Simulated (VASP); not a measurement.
Set up this calculation in VASP 6.6.1, as the native input.

```
Task                   : single point
Functional             : PBE
Potentials or basis    : VASP PAW PBE potentials, release 64 (Ti_sv, Ge_d, Mo_sv)
Cutoff                 : 520 eV
k mesh                 : 4 × 4 × 4
Occupations            : gaussian, width 0.1 eV
Spin                   : no spin polarisation
Dipole correction      : no
Further INCAR settings : ALGO = Normal; EDIFF = 1e-06; NBANDS = 50
```

The structure of TiGe4Mo lies in POSCAR:

```
TiGe4Mo
1.0
    2.3714652201     -4.2032826868      0.0000000000
    2.3714652201      4.2032826868      0.0000000000
    0.0000000000      0.0000000000      4.7404214445
Ti Ge Mo
1 4 1
Direct
    0.5000000000      0.5000000000      0.5000000000
    0.6609331866      0.3390668134      0.0000000000
    0.1650293021      0.8349706979      0.5000000000
    0.3390668134      0.6609331866      0.0000000000
    0.8349706979      0.1650293021      0.5000000000
    0.0000000000      0.0000000000      0.0000000000
```

One way to write it, as run:

INCAR

```
SYSTEM = TiGe4Mo
ALGO = Normal
EDIFF = 1E-6
ENCUT = 520
GGA = PE
ISIF = 2
ISMEAR = 0
LASPH = .True.
LCHARG = .True.
LELF = .True.
LREAL = .False.
LVHAR = .True.
LWAVE = .False.
NBANDS = 50
NELM = 100
PREC = Accurate
SIGMA = 0.1
```

KPOINTS

```
k-points
0
Gamma
  4 4 4
  0 0 0
```

Potentials or basis: VASP PAW PBE potentials, release 64 (Ti_sv, Ge_d, Mo_sv).

Run with:

```bash
$ cat potpaw_PBE.64/Ti_sv/POTCAR potpaw_PBE.64/Ge_d/POTCAR potpaw_PBE.64/Mo_sv/POTCAR > POTCAR
$ mpirun -np 1 vasp_std > vasp.out
```

It gave:

- Pressure: 0.2 GPa
- Largest force: 0.007 eV/Å
- Band gap on the k mesh: zero (bands 41 and 42 overlap by 1.43 eV)

Caveat: the k points lie up to 0.38 Å⁻¹ apart, too coarse for converged energies and pressures of a metal.

It took 45 s on 1 thread of Intel(R) Xeon(R) 6975P-C (Granite Rapids), with other jobs on the host, peak memory 0.24 GiB.
